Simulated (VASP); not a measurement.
Runs of VASP 6.6.1 on Ta2C. The structure is that of space group P-3m1 (No. 164), or close to it. The cells are those of the table. 

```tsv
cell	gap on the mesh (eV)	pressure (GPa)	largest force (eV/Å)
a = 2.913, b = 2.913, c = 5.557 Å, angles 90.0, 90.0, 120.0°, 3 atoms	none	3.6	0.68
a = 3.183, b = 3.183, c = 4.655 Å, angles 90.0, 90.0, 120.0°, 3 atoms	none	(a)	0.08
a = 3.138, b = 3.138, c = 4.789 Å, angles 90.0, 90.0, 120.0°, 3 atoms	none	1.0	0.11
a = 2.999, b = 2.999, c = 5.244 Å, angles 90.0, 90.0, 120.0°, 3 atoms	none	1.0	0.30
a = 3.268, b = 3.268, c = 4.416 Å, angles 90.0, 90.0, 120.0°, 3 atoms	none	3.5	0.24
```

Alike in all rows: task single point; level PBEsol; potentials or basis VASP PAW PBE potentials, release 64 (Ta_pv, C); no spin polarisation; k mesh 18 × 18 × 12; cutoff (eV) 520; smearing gaussian 0.15 eV.

Problem. Estimate the missing entries.

Solution. (a) 1.8.

Caveats: the PAW data sets were made with another functional, which shifts forces and pressure a little; spin-orbit coupling is left out, which moves the levels of the heavy elements; the stress differs along the axes, from -42 to 26 GPa (at least some runs); the stress differs along the axes, from -8 to 22 GPa (at least some runs); the stress differs along the axes, from -4 to 11 GPa (at least some runs); the stress differs along the axes, from -23 to 13 GPa (at least some runs); the stress differs along the axes, from -13 to 37 GPa (at least some runs).

A k mesh can miss the band edges, and the runs leave out spin-orbit coupling on Ta.

A gap of «none» marks levels without a gap at the run's occupations.
